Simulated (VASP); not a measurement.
Runs of VASP 6.6.1 on TiC (rocksalt type). The structure is that of space group Fm-3m (No. 225), or close to it. The cells are those of the table. 

| task | cell | cutoff (eV) | k mesh for the DOS | occupations for the DOS | gap on the mesh (eV) | pressure (GPa) |
| --- | --- | --- | --- | --- | --- | --- |
| electric field gradients | a = 3.114 Å, angles 60.0°, 2 atoms | 520 | - | - | none | (a) |
| electric field gradients | a = 3.038 Å, angles 60.0°, 2 atoms | 520 | - | - | none | 6.9 |
| single point | a = 3.089 Å, angles 60.0°, 2 atoms | 520 | - | - | none | -5.7 |
| electric field gradients | a = 3.064 Å, angles 60.0°, 2 atoms | 520 | - | - | none | 0.2 |
| electric field gradients | a = 3.012 Å, angles 60.0°, 2 atoms | 520 | - | - | none | 14.4 |
| relaxation of cell and atoms | relaxed from a = 3.157 Å, angles 60.0°, 2 atoms | 600 | - | - | none | -0.1 |
| single point | a = 3.064 Å, angles 60.0°, 2 atoms | 520 | - | - | none | 0.2 |

Alike in all rows: level PBE; potentials or basis VASP PAW PBE potentials, release 64 (Ti_sv, C); no spin polarisation; k mesh 14 × 14 × 14; smearing fermi-dirac 0.03 eV.

Estimate the missing entries.

(a) -10.8.

A gap of «none» marks levels without a gap at the run's occupations.
